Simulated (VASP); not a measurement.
# In3Sb2As (Pmm2) in VASP: further runs

Runs on In3Sb2As. Level: PBE. Tasks: single point, relaxation of cell and atoms.

All numbers are computed with VASP 6.6.1; they aren't measurements. Logs are shortened: lines on timing, memory, paths and dates and some standing lists are left out, and cuts for length are marked.

### 1 The cell of the first run

The structure is orthorhombic, space group Pmm2 (No. 25). Conventional cell: a = 5.736 Å, b = 8.942 Å, c = 3.131 Å, α = 90.00°, β = 90.00°, γ = 90.00°. In (site symmetry m) has 4 Sb at 2.97 to 3.71 Å and 4 In at 2.98 to 3.13 Å within 3.9 Å. Within 3.9 Å of In (site symmetry mm2) lie 4 As at 2.97 to 3.71 Å and 4 In at 2.98 to 3.13 Å. Within 3.9 Å of Sb (site symmetry m) lie 4 In at 2.97 to 3.71 Å and 1 As at 2.98 Å and 3 Sb at 2.98 to 3.13 Å. Within 3.9 Å of As (site symmetry mm2) lie 4 In at 2.97 to 3.71 Å and 2 Sb at 2.98 Å and 2 As at 3.13 Å.

### 2 Single point, PBE

Contents of INCAR:

```
PREC = Accurate
ENCUT = 520
EDIFF = 1E-6
ISMEAR = 0
SIGMA = 0.1
LREAL = False
LASPH = True
NELM = 60
ALGO = Normal
ISIF = 2
LWAVE = False
LCHARG = True
GGA = PE
LELF = True
LVHAR = True
NBANDS = 36
```

Contents of KPOINTS:

```
regular mesh
0
Gamma
  4 2 6
```

Contents of POSCAR:

```
In3Sb2As
1.0
    5.7364923700      0.0000000000      0.0000000000
    0.0000000000      8.9416984400      0.0000000000
    0.0000000000      0.0000000000      3.1306666800
In Sb As
3 2 1
Direct
    0.0000000000      0.8333333300      0.0000000000
    0.0000000000      0.5000000000      0.0000000000
    0.0000000000      0.1666666700      0.0000000000
    0.5000000000      0.8333333300      0.2500000000
    0.5000000000      0.1666666700      0.2500000000
    0.5000000000      0.5000000000      0.2500000000
```

Potentials or basis: VASP PAW PBE potentials, release 64 (In_d, Sb, As).

Started as:

```
cat potpaw_PBE.64/In_d/POTCAR potpaw_PBE.64/Sb/POTCAR potpaw_PBE.64/As/POTCAR > POTCAR
mpirun -np 1 vasp_std > vasp.out
```

OUTCAR:

```text
PREC = Accurate
   ENCUT = 520
   EDIFF = 1E-6
   ISMEAR = 0
   LREAL = False
   LASPH = True
   NELM = 60
   ISIF = 2
   GGA = PE

 ion  position               nearest neighbor table
   1  0.000  0.833  0.000-   4 2.97   4 2.97   2 2.98   3 2.98   4 3.71   4 3.71
   2  0.000  0.500  0.000-   6 2.97   6 2.97   1 2.98   3 2.98
   3  0.000  0.167  0.000-   5 2.97   5 2.97   2 2.98   1 2.98   5 3.71   5 3.71
   4  0.500  0.833  0.250-   1 2.97   1 2.97   6 2.98   5 2.98   1 3.71   1 3.71
   5  0.500  0.167  0.250-   3 2.97   3 2.97   6 2.98   4 2.98   3 3.71   3 3.71
   6  0.500  0.500  0.250-   2 2.97   2 2.97   5 2.98   4 2.98

  LATTYP: Found a simple orthorhombic cell.
 ALAT       =     3.1306666800
 B/A-ratio  =     1.8323548804
 C/A-ratio  =     2.8561643107

  Lattice vectors:

 A1 = (   0.0000000000,   0.0000000000,   3.1306666800)
 A2 = (   5.7364923700,   0.0000000000,   0.0000000000)
 A3 = (   0.0000000000,   8.9416984400,   0.0000000000)

Analysis of symmetry for initial positions (statically):
=====================================================================
 Subroutine PRICEL returns:
 Original cell was already a primitive cell.

 Routine SETGRP: Setting up the symmetry group for a
 simple orthorhombic supercell.

 Subroutine GETGRP returns: Found  4 space group operations
 (whereof  4 operations were pure point group operations)
 out of a pool of  8 trial point group operations.

The static configuration has the point symmetry C_2v.

Analysis of symmetry for dynamics (positions and initial velocities):
=====================================================================
 Subroutine PRICEL returns:
 Original cell was already a primitive cell.

 Routine SETGRP: Setting up the symmetry group for a
 simple orthorhombic supercell.

 Subroutine GETGRP returns: Found  4 space group operations
 (whereof  4 operations were pure point group operations)
 out of a pool of  8 trial point group operations.

The dynamic configuration has the point symmetry C_2v.

 Subroutine INISYM returns: Found  4 space group operations
 (whereof  4 operations are pure point group operations),
 and found     1 'primitive' translations

----------------------------------------------------------------------------------------

                                     Primitive cell

  volume of cell :     160.5844

  direct lattice vectors                    reciprocal lattice vectors
     5.736492370  0.000000000  0.000000000     0.174322554  0.000000000  0.000000000
     0.000000000  8.941698440  0.000000000     0.000000000  0.111835577  0.000000000
     0.000000000  0.000000000  3.130666680     0.000000000  0.000000000  0.319420782

  length of vectors
     5.736492370  8.941698440  3.130666680     0.174322554  0.111835577  0.319420782

  position of ions in fractional coordinates (direct lattice)
     0.000000000  0.833333330  0.000000000
     0.000000000  0.500000000  0.000000000
     0.000000000  0.166666670  0.000000000
     0.500000000  0.833333330  0.250000000
     0.500000000  0.166666670  0.250000000
     0.500000000  0.500000000  0.250000000

  ion indices of the primitive-cell ions
   primitive index   ion index
                 1           1
                 2           2
                 3           3
                 4           4
                 5           5
                 6           6

----------------------------------------------------------------------------------------

 KPOINTS: regular mesh

Automatic generation of k-mesh.
 Grid dimensions read from file:
 generate k-points for:    4    2    6

 Generating k-lattice:

  Cartesian coordinates                     Fractional coordinates (reciprocal lattice)
     0.043580638  0.000000000  0.000000000     0.250000000  0.000000000  0.000000000
     0.000000000  0.055917788  0.000000000     0.000000000  0.500000000  0.000000000
     0.000000000  0.000000000  0.053236797     0.000000000  0.000000000  0.166666667

  Length of vectors
     0.043580638  0.055917788  0.053236797

  Shift w.r.t. Gamma in fractional coordinates (k-lattice)
     0.000000000  0.000000000  0.000000000

 Subroutine IBZKPT returns following result:
 ===========================================

 Found     24 irreducible k-points:

 Following reciprocal coordinates:
            Coordinates               Weight
  0.000000  0.000000  0.000000      1.000000
  0.250000  0.000000  0.000000      2.000000
  0.500000  0.000000  0.000000      1.000000
  0.000000  0.500000  0.000000      1.000000
  0.250000  0.500000  0.000000      2.000000
  0.500000  0.500000  0.000000      1.000000
[... 16 lines left out ...]
  0.250000  0.500000  0.500000      2.000000
  0.500000  0.500000  0.500000      1.000000
   k-points           NKPTS =     24   k-points in BZ     NKDIM =     24   number of bands    NBANDS=     36
   number of dos      NEDOS =    301   number of ions     NIONS =      6
   total plane-waves  NPLWV =  80640
   dimension x,y,z NGX =    48 NGY =   70 NGZ =   24
   dimension x,y,z NGXF=    96 NGYF=  140 NGZF=   48
   ions per type =               3   2   1
   NGX,Y,Z   is equivalent  to a cutoff of  13.91, 13.01, 12.74 a.u.
   NGXF,Y,Z  is equivalent  to a cutoff of  27.82, 26.03, 25.49 a.u.
 SYSTEM =  unknown system
   PREC   = accura    normal or accurate (medium, high low for compatibility)
   ISTART =      0    job   : 0-new  1-cont  2-samecut
   ICHARG =      2    charge: 1-file 2-atom 10-const
   ISPIN  =      1    spin polarized calculation?
   LNONCOLLINEAR =      F non collinear calculations
   LSORBIT =      F    spin-orbit coupling
   LASPH  =      T    aspherical Exc in radial PAW
   ENCUT  =  520.0 eV  38.22 Ry    6.18 a.u.  10.67 16.63  5.82*2*pi/ulx,y,z
   NELM   =     60;   NELMIN=  2; NELMDL= -5     # of ELM steps
   EDIFF  = 0.1E-05   stopping-criterion for ELM
   LREAL  =      F    real-space projection
   EDIFFG = 0.1E-04   stopping-criterion for IOM
   NSW    =      0    number of steps for IOM
   IBRION =     -1    ionic relax: 0-MD 1-quasi-New 2-CG
   NFREE  =      0    steps in history (QN), initial steepest desc. (CG)
   ISIF   =      2    stress and relaxation
   ISYM   =      2    0-nonsym 1-usesym 2-fastsym
   POTIM  = 0.5000    time-step for ionic-motion
   TEBEG  =    0.0;   TEEND  =   0.0 temperature during run
   PSTRESS=    0.0 pullay stress
   NELECT =      54.0000    total number of electrons
   NUPDOWN=      -1.0000    fix difference up-down
   EMIN   =  10.00;   EMAX   =-10.00  energy-range for DOS
   EFERMI =   0.00;   METHOD = LEGACY
   ISMEAR =     0;   SIGMA  =   0.10  broadening in eV -4-tet -1-fermi 0-gaus
   EFERMI_NEDOS =   21; number of points for ismear=-14 and -15
   IALGO  =     38    algorithm
   IMIX   =      4    mixing-type and parameters
     AMIX     =   0.40;   BMIX     =  1.00
     AMIX_MAG =   1.60;   BMIX_MAG =  1.00
  volume/ion in A,a.u.               =      26.76       180.61
  Fermi-wavevector in a.u.,A,eV,Ry     =   1.138426  2.151314 17.633353  1.296015
  Thomas-Fermi vector in A             =   2.275131
   LORBIT       =      0    0 simple, 1 ext, 2 COOP (PROOUT), +10 PAW based schemes
   GGA     = PE    functional components
   LHFCALC =     F    Hartree Fock is set to
   AEXX    =    0.0000 exact exchange contribution
   IVDW    =     0    specifies the selected vdW correction
   LEPSILON=     F    determine dielectric tensor
   LRPA    =     F    only Hartree local field effects (RPA)
 non-spin polarized calculation
 Gauss-broadening in eV      SIGMA  =   0.10
  energy-cutoff  :      520.00
  volume of cell :      160.58
 maximum number of plane-waves:      4352
 NGX is ok and might be reduce to    48
   NGX = 21   NGY = 33   NGZ = 11

 number of electron      54.0000002 magnetization

 Free energy of the ion-electron system (eV)
  ---------------------------------------------------
  ext. energy  EPLUGINS =         0.00000000
  ---------------------------------------------------
  free energy    TOTEN  =       -20.04781929 eV

  energy without entropy =      -20.02917748  energy(sigma->0) =      -20.03849839

 E-fermi :   7.0687     XC(G=0):  -9.9391

 val. band max:        7.0023825741   @ k =   0.5000   0.5000   0.0000
 cond. band min:       7.0710077367   @ k =   0.2500   0.0000   0.3333
 fundamental gap:      0.0686251626
 Fermi energy:         7.0686723996

 k-point     1 :       0.0000    0.0000    0.0000
  band No.  band energies     occupation
      1      -8.0875      2.00000
      2      -7.9170      2.00000
      3      -7.9127      2.00000
      4      -7.7785      2.00000
      5      -7.7071      2.00000
      6      -7.6295      2.00000
[... 28 lines left out ...]
     35      13.1932      0.00000
     36      13.4413      0.00000

 k-point     2 :       0.2500    0.0000    0.0000
  band No.  band energies     occupation
      1      -8.0868      2.00000
      2      -7.9131      2.00000
      3      -7.8965      2.00000
      4      -7.7722      2.00000
      5      -7.7104      2.00000
      6      -7.6321      2.00000
[... 28 lines left out ...]
     35      12.9497      0.00000
     36      13.2241      0.00000

 k-point     3 :       0.5000    0.0000    0.0000
  band No.  band energies     occupation
      1      -8.0863      2.00000
      2      -7.9094      2.00000
      3      -7.8810      2.00000
      4      -7.7651      2.00000
      5      -7.7136      2.00000
      6      -7.6343      2.00000
[... 28 lines left out ...]
     35      12.0616      0.00000
     36      14.1938      0.00000
[... 742 lines left out ...]
 k-point    23 :       0.2500    0.5000    0.5000
  band No.  band energies     occupation
      1      -7.8663      2.00000
      2      -7.8271      2.00000
      3      -7.7844      2.00000
      4      -7.7584      2.00000
      5      -7.7439      2.00000
      6      -7.7140      2.00000
[... 28 lines left out ...]
     35      10.3248      0.00000
     36      10.4101      0.00000

 k-point    24 :       0.5000    0.5000    0.5000
  band No.  band energies     occupation
      1      -7.8660      2.00000
      2      -7.8231      2.00000
      3      -7.7893      2.00000
      4      -7.7614      2.00000
      5      -7.7403      2.00000
      6      -7.7155      2.00000
[... 28 lines left out ...]
     35      11.2225      0.00000
     36      11.2543      0.00000

------------------------ aborting loop because EDIFF is reached ----------------------------------------

  FORCE on cell =-STRESS in cart. coord.  units (eV):
  Direction    XX          YY          ZZ          XY          YZ          ZX
  --------------------------------------------------------------------------------------
  -------------------------------------------------------------------------------------
  Total        4.7942485      0.3165138      0.4693415      0.0000000      0.0000000      0.0000000
  in kB       47.8330253      3.1579113      4.6826993      0.0000000      0.0000000      0.0000000
  external PRESSURE =      18.5578786 kB  Pullay stress =       0.0000000 kB

 VOLUME and BASIS-vectors are now :
 -----------------------------------------------------------------------------
  energy-cutoff  :      520.00
  volume of cell :      160.58
      direct lattice vectors                 reciprocal lattice vectors
     5.736492370  0.000000000  0.000000000     0.174322554  0.000000000  0.000000000
     0.000000000  8.941698440  0.000000000     0.000000000  0.111835577  0.000000000
     0.000000000  0.000000000  3.130666680     0.000000000  0.000000000  0.319420782

 POSITION                                       TOTAL-FORCE (eV/Angst)
 -----------------------------------------------------------------------------------
      0.00000      7.45142      0.00000         0.000000     -0.076971     -0.104486
      0.00000      4.47085      0.00000         0.000000      0.000000      0.030746
      0.00000      1.49028      0.00000         0.000000      0.076971     -0.104486
      2.86825      7.45142      0.78267        -0.000000     -0.677690      0.096773
      2.86825      1.49028      0.78267        -0.000000      0.677690      0.096773
      2.86825      4.47085      0.78267         0.000000      0.000000     -0.015320
 -----------------------------------------------------------------------------------
    total drift:                                0.000000      0.000000     -0.001908

  FREE ENERGIE OF THE ION-ELECTRON SYSTEM (eV)
  ---------------------------------------------------
  free  energy   TOTEN  =       -20.0478192908 eV

  energy  without entropy=      -20.0291774822  energy(sigma->0) =      -20.03849839
```

Wall time 48 s (1 thread of Intel Xeon 6975P-C (Granite Rapids), shared host); peak memory 0.34 GiB.

What came out:

- Free energy: -20.0478 eV
- Pressure: 1.9 GPa
- Largest force: 0.685 eV/Å
- Band gap on the k mesh: zero (bands 27 and 28 overlap by 3.24 eV)

Forces in eV/Å, atoms in the order of the input:
```
In   0.000 -0.077 -0.104
In   0.000  0.000  0.031
In   0.000  0.077 -0.104
Sb   0.000 -0.678  0.097
Sb   0.000  0.678  0.097
As   0.000  0.000 -0.015
```

Caveat: spin-orbit coupling is left out, which moves the levels of the heavy elements.

(Part 1 of 2 ends here.)

The gap in the log of VASP goes by the Fermi energy; the results here count the filled bands.